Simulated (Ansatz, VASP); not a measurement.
# One calculation of As, two programs

File INCAR:

```
SYSTEM = As
  ALGO = Normal
  DIPOL = 0.5 0.5 0.673
  EDIFF = 1E-6
  ENCUT = 400
  GGA = PE
  GGA_COMPAT = .False.
  IDIPOL = 3
  ISIF = 2
  ISMEAR = 0
  LASPH = .True.
  LCHARG = .False.
  LDIPOL = .True.
  LREAL = .False.
  LWAVE = .False.
  NBANDS = 12
  NELM = 120
  NELMDL = -8
  PREC = Accurate
  SIGMA = 0.04
```

KPOINTS

```
k-points
0
Gamma
  12 12 1
  0 0 0
```

File POSCAR:

```
As
1.0
    3.6048451667      0.0000000000      0.0000000000
   -1.8024225834      3.1218874911      0.0000000000
    0.0000000000      0.0000000000     24.2968881219
As
2
Direct
    0.6666666667      0.3333333333      0.6439965121
    0.0000000000      1.0000000000      0.7014263086
```

Input for Ansatz:

```yaml
crystal:
  lattice:
    - [3.6048451667, 0.0, 0.0]
    - [-1.8024225834, 3.1218874911, 0.0]
    - [0.0, 0.0, 24.2968881219]
  atoms:
    - { symbol: As, position: [0.6666666667, 0.3333333333, 0.6439965121] }
    - { symbol: As, position: [0.0, 1.0, 0.7014263086] }
basis:
  ecutwfc: 420
kpoints:
  mp_grid: { grid: [12, 12, 1] }
hamiltonian:
  xc: pbe
  pseudopotentials: { kind: paw, azcp: { folder: soft_1 } }
scf:
  occupations: { method: gaussian, width: 0.04 }
  n_extra_bands: 6
  max_iter: 160
output:
  forces: true
  eigenvalues: true
  write_density: true
  write_potential: true
  elf: true
  volumetric_format: npy
efield:
  axis: 3
  dipole_correction: true
```

Alike in both runs: task single point; functional PBE; k mesh 12 × 12 × 1; occupations gaussian, width 0.04 eV; no spin polarisation.

```csv
,VASP,Ansatz
version,VASP 6.6.1,Ansatz 0.2.0
potentials or method,"VASP PAW PBE potentials, release 64 (As), cutoff 400 eV","scalar-relativistic, plane waves, PAW"
valence electrons in the cell,10,30
```

|  | VASP | Ansatz | Ansatz less VASP |
| --- | --- | --- | --- |
| gap on the k mesh at the Fermi level (eV) | 1.62 | 1.61 | -0.004 |
| least direct gap on the mesh (eV) | 1.94 | 1.95 | +0.012 |
| rms of the force components (eV/Å) | 0.018 | 0.029 | +0.0109 |

Atom by atom the forces differ by 0.047 eV/Å (rms over components). VASP's potentials hold 10 valence electrons a cell and Ansatz's 30, so a difference there can come from the potentials and not from the codes.
